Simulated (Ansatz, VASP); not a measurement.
**Ta in VASP and in Ansatz**

```
CELL_PARAMETERS angstrom
2.90037 0.00000 0.00000
-1.45019 2.51180 0.00000
0.00000 0.00000 5.16627
ATOMIC_POSITIONS crystal
Ta 0.71146 0.42291 0.70645
Ta 0.33333 0.66667 0.25000
```

Alike in both runs: task single point; functional PBEsol; k mesh 18 × 18 × 10; occupations gaussian, width 0.15 eV; no spin polarisation.

|  | VASP | Ansatz |
| --- | --- | --- |
| version | VASP 6.6.1 | Ansatz 0.2.0 |
| potentials or method | VASP PAW PBE potentials, release 64 (Ta_pv), cutoff 520 eV | scalar-relativistic, plane waves, PAW |
| valence electrons in the cell | 22 | 26 |

Ansatz gave:

| Item | Value |
| --- | --- |
| gap on the k mesh at the Fermi level (eV) | none |
| pressure (GPa) | -3.3 |
| traceless stress, the component that is largest in VASP (GPa) | -4.24 |
| rms of the force components (eV/Å) | 1.299 |

Question: Which values does VASP return?

Answer: gap on the k mesh at the Fermi level (eV): none; pressure (GPa): -3.1; traceless stress, the component that is largest in VASP (GPa): -4.23; rms of the force components (eV/Å): 1.299.

VASP's potentials were made for PBE, not for PBEsol. Atom by atom the forces differ by 0.000 eV/Å (rms over components). A gap of «none» marks a metal or a gap that the smearing closes. With one functional, cell and mesh, what is left measures potentials, basis and numerics. VASP's potentials hold 22 valence electrons a cell and Ansatz's 26, so a difference there can come from the potentials and not from the codes.

Neither program's run includes spin-orbit coupling.
